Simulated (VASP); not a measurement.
CuO:

```xyz
4
Lattice="3.4221 0.0000 0.0000 0.0000 3.4221 0.0000 0.0000 0.0000 4.2605" Properties=species:S:1:pos:R:3 pbc="T T T"
Cu    0.0000    1.7110    0.0000
Cu    1.7110    0.0000    2.1302
O     0.0000    0.0000    1.0651
O     0.0000    0.0000    3.1953
```

Base run:

* Program: VASP 6.6.1
* Functional: BLYP
* Potentials or basis: VASP PAW PBE potentials, release 64 (Cu, O)
* Cutoff: 520 eV
* k mesh: 8 × 8 × 6
* Occupations: fermi-dirac, width 0.05 eV
* Spin: no spin polarisation

Its results: band gap on the k mesh zero (bands 17 and 18 overlap by 1.77 eV); pressure 2.7 GPa.

**Question.** The run is repeated on the same cell with these changes: functional from BLYP to r2SCAN-based global hybrid with 50 % exact exchange; k mesh from 8 × 8 × 6 to 5 × 5 × 4. What comes out?

**Answer.** Band gap on the k mesh zero (bands 17 and 18 overlap by 3.33 eV); pressure -8.9 GPa.

Several settings changed at once.

Caveats: some runs use coarse meshes; the PAW data sets were made with another functional, which shifts forces and pressure a little; semilocal functionals often make such compounds metallic where correlation or magnetic order opens a gap, which also shifts bond lengths (at least some runs).
